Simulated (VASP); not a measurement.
A run of VASP 6.6.1 is set up as follows.

File INCAR:

```
  ALGO = Normal
  EDIFF = 1E-6
  ENCUT = 520
  GGA = PE
  ISIF = 2
  ISMEAR = 0
  IVDW = 12
  LASPH = T
  LCHARG = T
  LELF = T
  LREAL = F
  LVHAR = T
  LWAVE = F
  NBANDS = 16
  NELM = 100
  PREC = Accurate
  SIGMA = 0.05
```

Contents of KPOINTS:

```
k-points
0
Gamma
  12 12 4
```

File POSCAR:

```
BN
1.0
    2.7038137805      0.0000000000      0.0000000000
   -1.3519068903      2.3415714211      0.0000000000
    0.0000000000      0.0000000000      5.7652672305
B N
2 2
Direct
    0.0000000000      0.0000000000      0.5000000000
    0.3333333333      0.6666666667      0.0000000000
    0.0000000000      0.0000000000      0.0000000000
    0.6666666667      0.3333333333      0.5000000000
```

Potentials or basis: VASP PAW PBE potentials, release 64 (B, N).

Launch:

```sh
$ cat potpaw_PBE.64/B/POTCAR potpaw_PBE.64/N/POTCAR > POTCAR
$ mpirun -np 1 vasp_std > vasp.out
```

(1) Predict the band gap on the k mesh.

(2) Estimate the pressure.

(3) What does it give for the dispersion energy per atom?

Answers

(1) 3.37 eV, indirect (least direct gap 3.51 eV).

(2) -42.2 GPa.

(3) -0.143 eV.
